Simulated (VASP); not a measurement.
Input of a VASP 6.6.1 run:

Contents of INCAR:

```
SYSTEM = Ti
ALGO = Fast
EDIFF = 1E-6
ENCUT = 520
GGA = PS
ISIF = 2
ISMEAR = 0
LASPH = .True.
LCHARG = .True.
LELF = .True.
LREAL = .False.
LVHAR = .True.
LWAVE = .False.
NBANDS = 12
NELM = 100
PREC = Accurate
SIGMA = 0.15
```

File KPOINTS:

```
k-points
0
Gamma
  22 22 22
  0 0 0
```

Contents of POSCAR:

```
Ti
1.0
   -1.7163720139      1.7163720139      1.4781395784
    1.7163720139     -1.7163720139      1.4781395784
    1.7163720139      1.7163720139     -1.4781395784
Ti
1
Direct
    0.0000000000      0.0000000000      0.0000000000
```

Potentials or basis: VASP PAW PBE potentials, release 64 (Ti_sv).

The run is started by

```console
$ cat potpaw_PBE.64/Ti_sv/POTCAR > POTCAR
$ mpirun -np 1 vasp_std > vasp.out
```

(1) What does it give for the band gap on the k mesh?

(2) What does it give for the pressure?

Results:

(1) zero (band 6 reaches 8.84 eV, above the bottom of band 7 at 7.38 eV).

(2) -5.5 GPa.

Caveat: the PAW data sets were made with another functional, which shifts forces and pressure a little.
